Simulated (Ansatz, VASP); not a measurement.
## One calculation of Ga2Cu, two programs

```
Ga Cu
1.0
     2.85830    0.00000    0.00000
     0.00000    2.85830    0.00000
     0.00000    0.00000    5.83900
Ga Cu
2 1
Cartesian
  1.4291 1.4291 1.7225
  1.4291 1.4291 4.1165
  0.0000 0.0000 0.0000
```

Change from the starting cell: equal xx and yy strain of +1 %.

Alike in both runs: task single point; functional PBEsol; k mesh 14 × 14 × 7; occupations fermi-dirac, width 0.08 eV; no spin polarisation.

|  | VASP | Ansatz |
| --- | --- | --- |
| version | VASP 6.6.1 | Ansatz 0.2.0 |
| potentials or method | VASP PAW PBE potentials, release 64 (Ga_d, Cu), cutoff 520 eV | all-electron LAPW, scalar-relativistic |

VASP gave:

```
pressure (GPa)                                                : -4.7
traceless stress, the component that is largest in VASP (GPa) : 3.02
rms of the force components (eV/Å)                            : 0.515
```

**Question.** Which values does Ansatz return?

**Answer.** Pressure (GPa): -5.0; traceless stress, the component that is largest in VASP (GPa): 2.90; rms of the force components (eV/Å): 0.524.

VASP's potentials were made for PBE, not for PBEsol. Atom by atom the forces differ by 0.008 eV/Å (rms over components). Ansatz ran all-electron here, and VASP with PAW potentials.
